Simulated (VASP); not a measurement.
# TaN (Fm-3m) in VASP: settings compared

The runs below take TaN through single point, with BLYP+D3(BJ), HSE06, r2SCAN-based global hybrid with 15 % exact exchange.

All numbers are computed with VASP 6.6.1; they aren't measurements. Logs are shortened: lines on timing, memory, paths and dates and some standing lists are left out, and cuts for length are marked.

## 1. The cell of the first run

Symmetry: Fm-3m, No. 225, cubic system. The conventional cell has a = 4.392 Å, b = 4.392 Å, c = 4.392 Å, α = 90.00°, β = 90.00°, γ = 90.00°. Ta (site symmetry m-3m) has 6 N at 2.20 Å within 2.9 Å. Within 2.9 Å of N (site symmetry m-3m) lie 6 Ta at 2.20 Å.

## 2. Single point, BLYP+D3(BJ)

Input file INCAR:

```
SYSTEM = TaN
PREC = Accurate
ENCUT = 700
EDIFF = 1E-6
ISMEAR = -1
SIGMA = 0.05
LREAL = .False.
LASPH = .True.
NELM = 120
ALGO = Normal
ISIF = 2
LWAVE = .False.
LCHARG = .False.
GGA = B5
ALDAX = 1.0
AGGAX = 1.0
AGGAC = 1.0
ALDAC = 0.0
IVDW = 12
VDW_S6 = 1.0
VDW_S8 = 2.6996
VDW_A1 = 0.4298
VDW_A2 = 4.2359
NBANDS = 16
GGA_COMPAT = .False.
```

Input file KPOINTS:

```
Automatic mesh
0
Gamma
  10 10 10
  0 0 0
```

Input file POSCAR:

```
TaN
1.0
    0.0000000000      2.1961671977      2.1961671977
    2.1961671977      0.0000000000      2.1961671977
    2.1961671977      2.1961671977      0.0000000000
Ta N
1 1
Direct
    0.5000000000      0.5000000000      0.5000000000
    0.0000000000      0.0000000000      0.0000000000
```

Potentials or basis: VASP PAW PBE potentials, release 64 (Ta_sv_GW, N).

The run is started by

```sh
$ cat potpaw_PBE.64/Ta_sv_GW/POTCAR potpaw_PBE.64/N/POTCAR > POTCAR
$ mpirun -np 1 vasp_std > vasp.out
```

OUTCAR:

```text
SYSTEM = TaN
   PREC = Accurate
   ENCUT = 700
   EDIFF = 1E-6
   ISMEAR = -1
   LREAL = .False.
   LASPH = .True.
   NELM = 120
   ISIF = 2
   GGA = B5
   IVDW = 12
 IVDW          = 12

 ion  position               nearest neighbor table
   1  0.500  0.500  0.500-   2 2.20   2 2.20   2 2.20   2 2.20   2 2.20   2 2.20
   2  0.000  0.000  0.000-   1 2.20   1 2.20   1 2.20   1 2.20   1 2.20   1 2.20

  LATTYP: Found a face centered cubic cell.
 ALAT       =     4.3923343954

  Lattice vectors:

 A1 = (   0.0000000000,   2.1961671977,   2.1961671977)
 A2 = (   2.1961671977,   0.0000000000,   2.1961671977)
 A3 = (   2.1961671977,   2.1961671977,   0.0000000000)

Analysis of symmetry for initial positions (statically):
=====================================================================
 Subroutine PRICEL returns:
 Original cell was already a primitive cell.

 Routine SETGRP: Setting up the symmetry group for a
 face centered cubic supercell.

 Subroutine GETGRP returns: Found 48 space group operations
 (whereof 48 operations were pure point group operations)
 out of a pool of 48 trial point group operations.

The static configuration has the point symmetry O_h .

Analysis of symmetry for dynamics (positions and initial velocities):
=====================================================================
 Subroutine PRICEL returns:
 Original cell was already a primitive cell.

 Routine SETGRP: Setting up the symmetry group for a
 face centered cubic supercell.

 Subroutine GETGRP returns: Found 48 space group operations
 (whereof 48 operations were pure point group operations)
 out of a pool of 48 trial point group operations.

The dynamic configuration has the point symmetry O_h .

 Subroutine INISYM returns: Found 48 space group operations
 (whereof 48 operations are pure point group operations),
 and found     1 'primitive' translations

----------------------------------------------------------------------------------------

                                     Primitive cell

  volume of cell :      21.1849

  direct lattice vectors                    reciprocal lattice vectors
     0.000000000  2.196167198  2.196167198    -0.227669369  0.227669369  0.227669369
     2.196167198  0.000000000  2.196167198     0.227669369 -0.227669369  0.227669369
     2.196167198  2.196167198  0.000000000     0.227669369  0.227669369 -0.227669369

  length of vectors
     3.105849436  3.105849436  3.105849436     0.394334914  0.394334914  0.394334914

  position of ions in fractional coordinates (direct lattice)
     0.500000000  0.500000000  0.500000000
     0.000000000  0.000000000  0.000000000

  ion indices of the primitive-cell ions
   primitive index   ion index
                 1           1
                 2           2

----------------------------------------------------------------------------------------

 KPOINTS: Automatic mesh

Automatic generation of k-mesh.
 Grid dimensions read from file:
 generate k-points for:   10   10   10

 Generating k-lattice:

  Cartesian coordinates                     Fractional coordinates (reciprocal lattice)
    -0.022766937  0.022766937  0.022766937     0.100000000  0.000000000  0.000000000
     0.022766937 -0.022766937  0.022766937     0.000000000  0.100000000  0.000000000
     0.022766937  0.022766937 -0.022766937     0.000000000  0.000000000  0.100000000

  Length of vectors
     0.039433491  0.039433491  0.039433491

  Shift w.r.t. Gamma in fractional coordinates (k-lattice)
     0.000000000  0.000000000  0.000000000

 Subroutine IBZKPT returns following result:
 ===========================================

 Found     47 irreducible k-points:

 Following reciprocal coordinates:
            Coordinates               Weight
  0.000000  0.000000  0.000000      1.000000
  0.100000  0.000000  0.000000      8.000000
  0.200000  0.000000  0.000000      8.000000
  0.300000  0.000000  0.000000      8.000000
  0.400000  0.000000  0.000000      8.000000
  0.500000  0.000000  0.000000      4.000000
[... 16 lines left out ...]
  0.300000  0.300000  0.000000      6.000000
  0.400000  0.300000  0.000000     24.000000
 [... further k-points ...]
   k-points           NKPTS =     47   k-points in BZ     NKDIM =     47   number of bands    NBANDS=     16
   number of dos      NEDOS =    301   number of ions     NIONS =      2
   total plane-waves  NPLWV =  21952
   dimension x,y,z NGX =    28 NGY =   28 NGZ =   28
   dimension x,y,z NGXF=    56 NGYF=   56 NGZF=   56
   ions per type =               1   1
   NGX,Y,Z   is equivalent  to a cutoff of  14.99, 14.99, 14.99 a.u.
   NGXF,Y,Z  is equivalent  to a cutoff of  29.97, 29.97, 29.97 a.u.
 SYSTEM =  TaN
   PREC   = accura    normal or accurate (medium, high low for compatibility)
   ISTART =      0    job   : 0-new  1-cont  2-samecut
   ICHARG =      2    charge: 1-file 2-atom 10-const
   ISPIN  =      1    spin polarized calculation?
   LNONCOLLINEAR =      F non collinear calculations
   LSORBIT =      F    spin-orbit coupling
   LASPH  =      T    aspherical Exc in radial PAW
   ENCUT  =  700.0 eV  51.45 Ry    7.17 a.u.   6.70  6.70  6.70*2*pi/ulx,y,z
   NELM   =    120;   NELMIN=  2; NELMDL= -5     # of ELM steps
   EDIFF  = 0.1E-05   stopping-criterion for ELM
   LREAL  =      F    real-space projection
[... 7 lines left out ...]
   TEBEG  =    0.0;   TEEND  =   0.0 temperature during run
   PSTRESS=    0.0 pullay stress
   NELECT =      18.0000    total number of electrons
   NUPDOWN=      -1.0000    fix difference up-down
   EMIN   =  10.00;   EMAX   =-10.00  energy-range for DOS
   EFERMI =   0.00;   METHOD = LEGACY
   ISMEAR =    -1;   SIGMA  =   0.05  broadening in eV -4-tet -1-fermi 0-gaus
   EFERMI_NEDOS =   21; number of points for ismear=-14 and -15
   IALGO  =     38    algorithm
   IMIX   =      4    mixing-type and parameters
     AMIX     =   0.40;   BMIX     =  1.00
     AMIX_MAG =   1.60;   BMIX_MAG =  1.00
  volume/ion in A,a.u.               =      10.59        71.48
  Fermi-wavevector in a.u.,A,eV,Ry     =   1.550566  2.930145 32.711876  2.404255
  Thomas-Fermi vector in A             =   2.655211
   LORBIT       =      0    0 simple, 1 ext, 2 COOP (PROOUT), +10 PAW based schemes
   GGA     = B5    functional components
   LHFCALC =     F    Hartree Fock is set to
   AEXX    =    0.0000 exact exchange contribution
   IVDW    =    12    specifies the selected vdW correction
   LEPSILON=     F    determine dielectric tensor
   LRPA    =     F    only Hartree local field effects (RPA)
 non-spin polarized calculation
  energy-cutoff  :      700.00
  volume of cell :       21.18
 maximum number of plane-waves:       914
   NGX = 13   NGY = 13   NGZ = 13

 number of electron      18.0000000 magnetization

 Free energy of the ion-electron system (eV)
  ---------------------------------------------------
  ext. energy  EPLUGINS =         0.00000000
  ---------------------------------------------------
  free energy    TOTEN  =       -22.31559761 eV

  energy without entropy =      -22.30921670  energy(sigma->0) =      -22.31240716

 E-fermi :  14.4045     XC(G=0): -13.1206

 val. band max:       14.3099920547   @ k =  -0.2000   0.2000   0.0000
 cond. band min:      14.4429703461   @ k =  -0.3000   0.3000   0.1000
 fundamental gap:      0.1329782914
 Fermi energy:        14.4044780001

 k-point     1 :       0.0000    0.0000    0.0000
  band No.  band energies     occupation
      1     -54.9293      2.00000
      2     -21.3365      2.00000
      3     -21.3365      2.00000
      4     -21.3365      2.00000
      5      -4.3596      2.00000
      6      10.5458      2.00000
[... 8 lines left out ...]
     15      24.0401      0.00000
     16      38.7211      0.00000

 k-point     2 :       0.1000    0.0000    0.0000
  band No.  band energies     occupation
      1     -54.9239      2.00000
      2     -21.4247      2.00000
      3     -21.3446      2.00000
      4     -21.3446      2.00000
      5      -4.1230      2.00000
      6       9.4811      2.00000
[... 8 lines left out ...]
     15      24.7431      0.00000
     16      35.8659      0.00000

 k-point     3 :       0.2000    0.0000    0.0000
  band No.  band energies     occupation
      1     -54.9094      2.00000
      2     -21.6492      2.00000
      3     -21.3655      2.00000
      4     -21.3655      2.00000
      5      -3.4778      2.00000
      6       7.6913      2.00000
[... 8 lines left out ...]
     15      26.3674      0.00000
     16      32.6475      0.00000

 k-point     4 :       0.3000    0.0000    0.0000
  band No.  band energies     occupation
      1     -54.8914      2.00000
      2     -21.9146      2.00000
      3     -21.3912      2.00000
      4     -21.3912      2.00000
      5      -2.5992      2.00000
      6       5.9820      2.00000
[... 8 lines left out ...]
     15      26.7989      0.00000
     16      30.5960      0.00000

 k-point     5 :       0.4000    0.0000    0.0000
  band No.  band energies     occupation
      1     -54.8769      2.00000
      2     -22.1206      2.00000
      3     -21.4118      2.00000
      4     -21.4118      2.00000
      5      -1.7621      2.00000
      6       4.6736      2.00000
[... 8 lines left out ...]
     15      26.1381      0.00000
     16      27.9069      0.00000

 k-point     6 :       0.5000    0.0000    0.0000
  band No.  band energies     occupation
      1     -54.8713      2.00000
      2     -22.1975      2.00000
      3     -21.4196      2.00000
      4     -21.4196      2.00000
      5      -1.3849      2.00000
      6       4.1459      2.00000
[... 8 lines left out ...]
     15      26.1113      0.00000
     16      26.7272      0.00000
[... 267 lines left out ...]
 k-point    21 :      -0.3000    0.2000    0.0000
  band No.  band energies     occupation
      1     -54.8715      2.00000
      2     -21.9897      2.00000
      3     -21.6278      2.00000
      4     -21.4209      2.00000
      5      -2.0688      2.00000
      6       5.2557      2.00000
[... 8 lines left out ...]
     15      25.7269      0.00000
     16      27.3811      0.00000

 k-point    22 :      -0.2000    0.2000    0.0000
  band No.  band energies     occupation
      1     -54.8853      2.00000
      2     -21.8665      2.00000
      3     -21.5565      2.00000
      4     -21.3820      2.00000
      5      -2.5344      2.00000
      6       5.8669      2.00000
[... 8 lines left out ...]
     15      27.1529      0.00000
     16      27.8565      0.00000

 k-point    23 :       0.3000    0.3000    0.0000
  band No.  band energies     occupation
      1     -54.8790      2.00000
      2     -21.8462      2.00000
      3     -21.5249      2.00000
      4     -21.5249      2.00000
      5      -2.9889      2.00000
      6       6.3087      2.00000
[... 8 lines left out ...]
     15      27.6643      0.00000
     16      30.4101      0.00000

 k-point    24 :       0.4000    0.3000    0.0000
  band No.  band energies     occupation
      1     -54.8675      2.00000
      2     -21.9486      2.00000
      3     -21.5808      2.00000
      4     -21.5548      2.00000
      5      -2.8671      2.00000
      6       6.5542      2.00000
[... 8 lines left out ...]
     15      25.3501      0.00000
     16      29.8913      0.00000

 [... further k-points ...]

------------------------ aborting loop because EDIFF is reached ----------------------------------------

 Edisp (eV)   -2.21101

 E8    (eV) :    -1.6666

  FORCE on cell =-STRESS in cart. coord.  units (eV):
  Direction    XX          YY          ZZ          XY          YZ          ZX
  --------------------------------------------------------------------------------------
  -------------------------------------------------------------------------------------
  Total       0.10860     0.10860     0.10860     0.00000     0.00000     0.00000
  in kB       8.21360     8.21360     8.21360     0.00000     0.00000     0.00000
  external pressure =        8.21 kB  Pullay stress =        0.00 kB

 VOLUME and BASIS-vectors are now :
 -----------------------------------------------------------------------------
  energy-cutoff  :      700.00
  volume of cell :       21.18
      direct lattice vectors                 reciprocal lattice vectors
     0.000000000  2.196167198  2.196167198    -0.227669369  0.227669369  0.227669369
     2.196167198  0.000000000  2.196167198     0.227669369 -0.227669369  0.227669369
     2.196167198  2.196167198  0.000000000     0.227669369  0.227669369 -0.227669369

 POSITION                                       TOTAL-FORCE (eV/Angst)
 -----------------------------------------------------------------------------------
      2.19617      2.19617      2.19617        -0.000000     -0.000000     -0.000000
      0.00000      0.00000      0.00000         0.000000      0.000000      0.000000
 -----------------------------------------------------------------------------------
    total drift:                                0.000000      0.000000      0.000000

  FREE ENERGIE OF THE ION-ELECTRON SYSTEM (eV)
  ---------------------------------------------------
  free  energy   TOTEN  =       -24.5266067623 eV

  energy  without entropy=      -24.5202258457  energy(sigma->0) =      -24.52341630
```

Wall time 44 s (1 thread of Intel Xeon Platinum 8488C (Sapphire Rapids), shared host); peak memory 0.19 GiB.

What came out:

* Free energy: -24.5266 eV
* Pressure: 0.8 GPa
* Band gap on the k mesh: zero (bands 9 and 10 overlap by 3.92 eV)
* Dispersion energy per atom: -1.106 eV

Caveat: the dispersion term is far too large for a dense solid, which distorts pressure and volume; the PAW data sets were made with another functional, which shifts forces and pressure a little; spin-orbit coupling is left out, which moves the levels of the heavy elements.

## 3. Single point, HSE06

Input file POSCAR:

```
TaN
1.0
    0.0000000000      2.1964814589      2.1964814589
    2.1964814589      0.0000000000      2.1964814589
    2.1964814589      2.1964814589      0.0000000000
Ta N
1 1
Direct
    0.5000000000      0.5000000000      0.5000000000
    0.0000000000      0.0000000000      0.0000000000
```

Input file INCAR.step1:

```
SYSTEM = TaN
  PREC = Accurate
  ENCUT = 520
  EDIFF = 1E-5
  ISMEAR = -1
  SIGMA = 0.05
  LREAL = .FALSE.
  LASPH = .TRUE.
  NELM = 80
  ALGO = Normal
  ISIF = 2
  LWAVE = .TRUE.
  LCHARG = .FALSE.
  GGA = PE
  NBANDS = 15
```

Input file INCAR.step2:

```
SYSTEM = TaN
  PREC = Accurate
  ENCUT = 520
  EDIFF = 1E-7
  ISMEAR = -1
  SIGMA = 0.05
  LREAL = .FALSE.
  LASPH = .TRUE.
  NELM = 80
  ALGO = Normal
  ISIF = 2
  LWAVE = .FALSE.
  LCHARG = .FALSE.
  GGA = PE
  LHFCALC = .TRUE.
  HFSCREEN = 0.2079
  PRECFOCK = Normal
  ISTART = 1
  NBANDS = 15
```

Input file KPOINTS:

```
Automatic mesh
0
G
  6 6 6
  0 0 0
```

Potentials or basis: VASP PAW PBE potentials, release 64 (Ta_pv, N).

The run is started by

```sh
$ cat potpaw_PBE.64/Ta_pv/POTCAR potpaw_PBE.64/N/POTCAR > POTCAR
$ cp INCAR.step1 INCAR
$ mpirun -np 1 vasp_std > vasp.out
$ cp INCAR.step2 INCAR
$ mpirun -np 1 vasp_std > vasp.out
```

OUTCAR:

```text
SYSTEM = TaN
   PREC = Accurate
   ENCUT = 520
   EDIFF = 1E-7
   ISMEAR = -1
   LREAL = .FALSE.
   LASPH = .TRUE.
   NELM = 80
   ISIF = 2
   GGA = PE
   LHFCALC = .TRUE.
   HFSCREEN = 0.2079
   PRECFOCK = Normal
   ISTART = 1

 ion  position               nearest neighbor table
   1  0.500  0.500  0.500-   2 2.20   2 2.20   2 2.20   2 2.20   2 2.20   2 2.20
   2  0.000  0.000  0.000-   1 2.20   1 2.20   1 2.20   1 2.20   1 2.20   1 2.20

  LATTYP: Found a face centered cubic cell.
[... 475 lines left out ...]
------------------------ aborting loop because EDIFF is reached ----------------------------------------

  FORCE on cell =-STRESS in cart. coord.  units (eV):
  Direction    XX          YY          ZZ          XY          YZ          ZX
  --------------------------------------------------------------------------------------
  -------------------------------------------------------------------------------------
  Total       -0.3686897     -0.3686897     -0.3686897      0.0000000     -0.0000000      0.0000000
  in kB      -27.8714119    -27.8714119    -27.8714119      0.0000000     -0.0000000      0.0000000
  external PRESSURE =     -27.8714119 kB  Pullay stress =       0.0000000 kB

 VOLUME and BASIS-vectors are now :
 -----------------------------------------------------------------------------
  energy-cutoff  :      520.00
  volume of cell :       21.19
      direct lattice vectors                 reciprocal lattice vectors
     0.000000000  2.196481459  2.196481459    -0.227636795  0.227636795  0.227636795
     2.196481459  0.000000000  2.196481459     0.227636795 -0.227636795  0.227636795
     2.196481459  2.196481459  0.000000000     0.227636795  0.227636795 -0.227636795

 POSITION                                       TOTAL-FORCE (eV/Angst)
 -----------------------------------------------------------------------------------
      2.19648      2.19648      2.19648         0.000000      0.000000     -0.000000
      0.00000      0.00000      0.00000        -0.000000      0.000000      0.000000
 -----------------------------------------------------------------------------------
    total drift:                               -0.000001     -0.000001     -0.000001

  FREE ENERGIE OF THE ION-ELECTRON SYSTEM (eV)
  ---------------------------------------------------
  free  energy   TOTEN  =       -25.5069014284 eV

  energy  without entropy=      -25.4962749753  energy(sigma->0) =      -25.50158820
```

OUTCAR.step1:

```text
SYSTEM = TaN
   PREC = Accurate
   ENCUT = 520
   EDIFF = 1E-5
   ISMEAR = -1
   LREAL = .FALSE.
[... 498 lines left out ...]
      2.19648      2.19648      2.19648        -0.000000     -0.000000     -0.000000
      0.00000      0.00000      0.00000         0.000000      0.000000      0.000000
 -----------------------------------------------------------------------------------
    total drift:                                0.000000     -0.000000     -0.000000

  FREE ENERGIE OF THE ION-ELECTRON SYSTEM (eV)
  ---------------------------------------------------
  free  energy   TOTEN  =       -21.7617662845 eV

  energy  without entropy=      -21.7488948997  energy(sigma->0) =      -21.75533059
```

OSZICAR.step1:

```text
N       E                     dE             d eps       ncg     rms          rms(c)
DAV:   1     0.919931512736E+02    0.91993E+02   -0.86425E+03   480   0.113E+03
DAV:   2    -0.216903650063E+02   -0.11368E+03   -0.10778E+03   585   0.312E+02
DAV:   3    -0.247521526130E+02   -0.30618E+01   -0.30470E+01   557   0.472E+01
DAV:   4    -0.247635950008E+02   -0.11442E-01   -0.11441E-01   599   0.313E+00
DAV:   5    -0.247636600078E+02   -0.65007E-04   -0.65005E-04   571   0.219E-01    0.242E+01
DAV:   6    -0.218385257692E+02    0.29251E+01   -0.58663E+00   564   0.260E+01    0.101E+01
DAV:   7    -0.217952781151E+02    0.43248E-01   -0.57560E-01   522   0.589E+00    0.689E+00
DAV:   8    -0.217695348700E+02    0.25743E-01   -0.14019E-01   571   0.318E+00    0.168E+00
DAV:   9    -0.217618755845E+02    0.76593E-02   -0.22907E-02   529   0.122E+00    0.355E-01
DAV:  10    -0.217618067555E+02    0.68829E-04   -0.18812E-03   543   0.440E-01    0.358E-02
DAV:  11    -0.217617660895E+02    0.40666E-04   -0.86724E-05   529   0.116E-01    0.161E-02
DAV:  12    -0.217617662845E+02   -0.19500E-06   -0.67311E-06   325   0.243E-02
   1 F= -.21761766E+02 E0= -.21755331E+02  d E =-.128714E-01
```

It took 48 min on 1 thread of Intel Xeon 8259CL, shared host; peak memory 0.26 GiB.

Results:

| Quantity | Value |
| --- | --- |
| Free energy | -25.5069 eV |
| Pressure | -2.8 GPa |
| Band gap on the k mesh | zero (bands 8 and 9 overlap by 4.70 eV) |

Caveat: the k points lie up to 0.41 Å⁻¹ apart, too coarse for converged energies and pressures of a metal; the PAW data sets were made with another functional, which shifts forces and pressure a little; spin-orbit coupling is left out, which moves the levels of the heavy elements.

[end of part 1 of 2]

The gap in the log of VASP goes by the Fermi energy; the results here count the filled bands.